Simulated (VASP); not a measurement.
# Mo (C2/m) in VASP: further runs

The runs below take Mo through single point, with PBEsol.

All numbers are computed with VASP 6.6.1; they aren't measurements. Logs are shortened: lines on timing, memory, paths and dates and some standing lists are left out, and cuts for length are marked.

## 1. The cell of the first run

It takes space group C2/m (No. 12, monoclinic). The conventional cell has a = 3.719 Å, b = 4.016 Å, c = 2.665 Å, α = 90.00°, β = 131.19°, γ = 90.00°. Mo (site symmetry 2/m) has 12 Mo at 2.66 to 2.84 Å within 3.5 Å.

## 2. Single point, PBEsol

Input file INCAR:

```
SYSTEM = Mo
PREC = Accurate ; ENCUT = 520
EDIFF = 1E-7 ; ISMEAR = 0
SIGMA = 0.1 ; LREAL = .FALSE.
LASPH = .TRUE. ; NELM = 60
ALGO = Normal ; ISIF = 2
LWAVE = .FALSE. ; LCHARG = .FALSE.
GGA = PS ; NBANDS = 13
```

Input file KPOINTS:

```
regular mesh
0
G
  12 12 17
  0 0 0
```

Input file POSCAR:

```
Mo
1.0
    2.8389683211     -0.0004586859      0.0510332169
   -0.0004586859      2.8389683211      0.0510332169
    1.4542669507      1.4542669507      1.9097922027
Mo
1
Direct
    0.0000000000      0.0000000000      0.0000000000
```

Potentials or basis: VASP PAW PBE potentials, release 64 (Mo_sv).

Started as:

```
$ cat potpaw_PBE.64/Mo_sv/POTCAR > POTCAR
$ mpirun -np 1 vasp_std > vasp.out
```

OUTCAR:

```text
SYSTEM = Mo
   PREC = Accurate
   ENCUT = 520
   EDIFF = 1E-7
   ISMEAR = 0
   LREAL = .FALSE.
   LASPH = .TRUE.
   NELM = 60
   ISIF = 2
   GGA = PS

 ion  position               nearest neighbor table
   1  0.000  0.000  0.000-

  LATTYP: Found a base centered monoclinic cell.
 ALAT       =     3.7188367354
 B/A-ratio  =     1.0797882425
 C/A-ratio  =     0.7165161423
 COS(beta)  =    -0.6586170111

  Lattice vectors:

 A1 = (  -1.3847013704,   1.4547256366,   1.8587589858)
 A2 = (   1.4547256366,  -1.3847013704,   1.8587589858)
 A3 = (   1.3842426845,   1.3842426845,  -1.8077257689)

Analysis of symmetry for initial positions (statically):
=====================================================================
 Subroutine PRICEL returns:
 Original cell was already a primitive cell.

 Routine SETGRP: Setting up the symmetry group for a
 base centered monoclinic supercell.

 Subroutine GETGRP returns: Found  4 space group operations
 (whereof  4 operations were pure point group operations)
 out of a pool of  4 trial point group operations.

The static configuration has the point symmetry C_2h.

Analysis of symmetry for dynamics (positions and initial velocities):
=====================================================================
 Subroutine PRICEL returns:
 Original cell was already a primitive cell.

 Routine SETGRP: Setting up the symmetry group for a
 base centered monoclinic supercell.

 Subroutine GETGRP returns: Found  4 space group operations
 (whereof  4 operations were pure point group operations)
 out of a pool of  4 trial point group operations.

The dynamic configuration has the point symmetry C_2h.

 Subroutine INISYM returns: Found  4 space group operations
 (whereof  4 operations are pure point group operations),
 and found     1 'primitive' translations

----------------------------------------------------------------------------------------

                                     Primitive cell

  volume of cell :      14.9710

  direct lattice vectors                    reciprocal lattice vectors
     2.838968321 -0.000458686  0.051033217     0.357199567  0.005015835 -0.275819478
    -0.000458686  2.838968321  0.051033217     0.005015835  0.357199567 -0.275819478
     1.454266951  1.454266951  1.909792203    -0.009679073 -0.009679073  0.538358000

  length of vectors
     2.839427007  2.839427007  2.806615575     0.451323691  0.451323691  0.538531991

  position of ions in fractional coordinates (direct lattice)
     0.000000000  0.000000000  0.000000000

  ion indices of the primitive-cell ions
[... 79 lines left out ...]
   NFREE  =      0    steps in history (QN), initial steepest desc. (CG)
   ISIF   =      2    stress and relaxation
   ISYM   =      2    0-nonsym 1-usesym 2-fastsym
   POTIM  = 0.5000    time-step for ionic-motion
   TEBEG  =    0.0;   TEEND  =   0.0 temperature during run
   PSTRESS=    0.0 pullay stress
   NELECT =      14.0000    total number of electrons
   NUPDOWN=      -1.0000    fix difference up-down
   EMIN   =  10.00;   EMAX   =-10.00  energy-range for DOS
   EFERMI =   0.00;   METHOD = LEGACY
   ISMEAR =     0;   SIGMA  =   0.10  broadening in eV -4-tet -1-fermi 0-gaus
   EFERMI_NEDOS =   21; number of points for ismear=-14 and -15
   IALGO  =     38    algorithm
   IMIX   =      4    mixing-type and parameters
     AMIX     =   0.40;   BMIX     =  1.00
     AMIX_MAG =   1.60;   BMIX_MAG =  1.00
  volume/ion in A,a.u.               =      14.97       101.03
  Fermi-wavevector in a.u.,A,eV,Ry     =   1.600912  3.025286 34.870646  2.562920
  Thomas-Fermi vector in A             =   2.697973
   LORBIT       =      0    0 simple, 1 ext, 2 COOP (PROOUT), +10 PAW based schemes
   GGA     = PS    functional components
   LHFCALC =     F    Hartree Fock is set to
   AEXX    =    0.0000 exact exchange contribution
   IVDW    =     0    specifies the selected vdW correction
   LEPSILON=     F    determine dielectric tensor
   LRPA    =     F    only Hartree local field effects (RPA)
 non-spin polarized calculation
 Gauss-broadening in eV      SIGMA  =   0.10
  energy-cutoff  :      520.00
  volume of cell :       14.97
 maximum number of plane-waves:       421
 NGX is ok and might be reduce to    24
   NGX = 11   NGY = 11   NGZ = 11

 number of electron      14.0000000 magnetization

 Free energy of the ion-electron system (eV)
  ---------------------------------------------------
  ext. energy  EPLUGINS =         0.00000000
  ---------------------------------------------------
  free energy    TOTEN  =       -11.37065453 eV

  energy without entropy =      -11.36486649  energy(sigma->0) =      -11.36776051

 E-fermi :  12.8755     XC(G=0): -13.7586

 val. band max:       12.8698650915   @ k =  -0.2500   0.0000   0.4706
 cond. band min:      12.8785785336   @ k =   0.1667  -0.0000   0.0588
 fundamental gap:      0.0087134421
 Fermi energy:        12.8754836684

 k-point     1 :       0.0000    0.0000    0.0000
  band No.  band energies     occupation
      1     -47.9153      2.00000
      2     -21.1740      2.00000
      3     -21.1299      2.00000
      4     -21.0139      2.00000
      5       5.7576      2.00000
      6      11.4461      2.00000
      7      11.5345      2.00000
      8      12.7644      1.88372
      9      14.1890      0.00000
     10      15.4382      0.00000
     11      25.9242      0.00000
     12      30.3862      0.00000
     13      30.5247      0.00000
[... 354 lines left out ...]
  band No.  band energies     occupation
      1     -47.6214      2.00000
      2     -22.3717      2.00000
      3     -21.5328      2.00000
      4     -21.4302      2.00000
      5       8.6429      2.00000
      6      10.7216      2.00000
      7      11.7173      2.00000
      8      12.9282      0.45626
      9      16.7627      0.00000
     10      17.3430      0.00000
     11      26.5093      0.00000
     12      28.6470      0.00000
     13      31.7906      0.00000

 [... further k-points ...]
[... 5 lines left out ...]
  --------------------------------------------------------------------------------------
  -------------------------------------------------------------------------------------
  Total        1.5971613      1.5971613      0.0538304     -0.1099292      0.0242145      0.0242145
  in kB      170.9265247    170.9265247      5.7608709    -11.7645095      2.5914124      2.5914074
  external PRESSURE =     115.8713068 kB  Pullay stress =       0.0000000 kB

 VOLUME and BASIS-vectors are now :
 -----------------------------------------------------------------------------
  energy-cutoff  :      520.00
  volume of cell :       14.97
      direct lattice vectors                 reciprocal lattice vectors
     2.838968321 -0.000458686  0.051033217     0.357199567  0.005015835 -0.275819478
    -0.000458686  2.838968321  0.051033217     0.005015835  0.357199567 -0.275819478
     1.454266951  1.454266951  1.909792203    -0.009679073 -0.009679073  0.538358000

 POSITION                                       TOTAL-FORCE (eV/Angst)
 -----------------------------------------------------------------------------------
      0.00000      0.00000      0.00000         0.000000     -0.000000      0.000000
 -----------------------------------------------------------------------------------
    total drift:                                0.000000     -0.000000     -0.000000

  FREE ENERGIE OF THE ION-ELECTRON SYSTEM (eV)
  ---------------------------------------------------
  free  energy   TOTEN  =       -11.3706545337 eV

  energy  without entropy=      -11.3648664867  energy(sigma->0) =      -11.36776051
```

stdout:

```text
POSCAR found type information on POSCAR Mo
 POSCAR found :  1 types and       1 ions
 scaLAPACK will be used
 -----------------------------------------------------------------------------
|                                                                             |
|                                                                             |
|     You enforced a specific xc type in the INCAR file but a different       |
|     I HOPE YOU KNOW WHAT YOU ARE DOING!                                     |
|                                                                             |
 -----------------------------------------------------------------------------

 LDA part: xc-table for (Slater+PW92), standard interpolation
 POSCAR, INCAR and KPOINTS ok, starting setup
 FFT: planning ... GRIDC
 FFT: planning ... GRID_SOFT
 FFT: planning ... GRID
 WAVECAR not read
 entering main loop
```

Run time: 79 s. Hardware: 1 thread of Intel Xeon Platinum 8259CL at 2.50GHz (Skylake/Cascade Lake), shared host; peak memory 0.24 GiB.

Results:

```yaml
Free_energy: -11.3707 eV
Pressure: 11.6 GPa
Band_gap_on_the_k_mesh: zero (band 7 reaches 16.86 eV, above the bottom of band 8 at 12.23 eV)
```

Stress tensor (GPa, compression positive):
```
17.09 -1.18  0.26
-1.18 17.09  0.26
 0.26  0.26  0.58
```

Levels at points of the mesh, in eV from the Fermi level:
```csv
k point,band 4,band 5,band 6,band 7,band 8,band 9,band 10,band 11
"(0.00, 0.00, 0.00)",-33.89,-7.12,-1.43,-1.34,-0.11,1.31,2.56,13.05
"(0.50, 0.00, 0.00)",-34.14,-5.16,-1.75,-0.75,1.96,3.79,4.81,12.43
"(0.50, 0.50, 0.00)",-34.33,-5.57,-4.76,3.75,4.16,4.40,5.35,12.20
```

Caveat: the PAW data sets were made with another functional, which shifts forces and pressure a little.

## 3. Single point, PBEsol

Input file INCAR:

```
  PREC = Accurate
  ENCUT = 520
  EDIFF = 1E-6
  ISMEAR = 0
  SIGMA = 0.1
  LREAL = F
  LASPH = T
  NELM = 60
  ALGO = Fast
  ISIF = 2
  LWAVE = F
  LCHARG = F
  GGA = PS
  ISYM = 0
  NBANDS = 13
```

Input file KPOINTS:

```
regular mesh
0
Gamma
  12 12 17
```

POSCAR is that of step 2.

Potentials or basis: VASP PAW PBE potentials, release 64 (Mo_sv).

Started as:

```
$ cat potpaw_PBE.64/Mo_sv/POTCAR > POTCAR
$ mpirun -np 1 vasp_std > vasp.out
```

OUTCAR:

```text
PREC = Accurate
   ENCUT = 520
   EDIFF = 1E-6
   ISMEAR = 0
   LREAL = F
   LASPH = T
   NELM = 60
   ISIF = 2
   GGA = PS
   ISYM = 0

 ion  position               nearest neighbor table
   1  0.000  0.000  0.000-

IMPORTANT INFORMATION: All symmetrisations will be switched off!
NOSYMM: (Re-)initialisation of all symmetry stuff for point group C_1.

----------------------------------------------------------------------------------------

[... 533 lines left out ...]
------------------------ aborting loop because EDIFF is reached ----------------------------------------

  FORCE on cell =-STRESS in cart. coord.  units (eV):
  Direction    XX          YY          ZZ          XY          YZ          ZX
  --------------------------------------------------------------------------------------
  -------------------------------------------------------------------------------------
  Total        1.5984655      1.5984649      0.0550274     -0.1099241      0.0241539      0.0241536
  in kB      171.0660982    171.0660320      5.8889751    -11.7639624      2.5849281      2.5848904
  external PRESSURE =     116.0070351 kB  Pullay stress =       0.0000000 kB

 VOLUME and BASIS-vectors are now :
 -----------------------------------------------------------------------------
  energy-cutoff  :      520.00
  volume of cell :       14.97
      direct lattice vectors                 reciprocal lattice vectors
     2.838968321 -0.000458686  0.051033217     0.357199567  0.005015835 -0.275819478
    -0.000458686  2.838968321  0.051033217     0.005015835  0.357199567 -0.275819478
     1.454266951  1.454266951  1.909792203    -0.009679073 -0.009679073  0.538358000

 POSITION                                       TOTAL-FORCE (eV/Angst)
 -----------------------------------------------------------------------------------
      0.00000      0.00000      0.00000         0.000000      0.000000      0.000000
 -----------------------------------------------------------------------------------
    total drift:                                0.000000      0.000000      0.000000

  FREE ENERGIE OF THE ION-ELECTRON SYSTEM (eV)
  ---------------------------------------------------
  free  energy   TOTEN  =       -11.3706544598 eV

  energy  without entropy=      -11.3648662366  energy(sigma->0) =      -11.36776035
```

It took 2.8 min on 1 thread of Intel Xeon Platinum 8259CL at 2.50GHz (Skylake/Cascade Lake), shared host; peak memory 0.33 GiB.

Results:

| Item | Value |
| --- | --- |
| Free energy | -11.3707 eV |
| Pressure | 11.6 GPa |
| Band gap on the k mesh | zero (band 7 reaches 16.86 eV, above the bottom of band 8 at 12.23 eV) |

Stress tensor (GPa, compression positive):
```
17.11 -1.18  0.26
-1.18 17.11  0.26
 0.26  0.26  0.59
```

Caveat: the PAW data sets were made with another functional, which shifts forces and pressure a little.
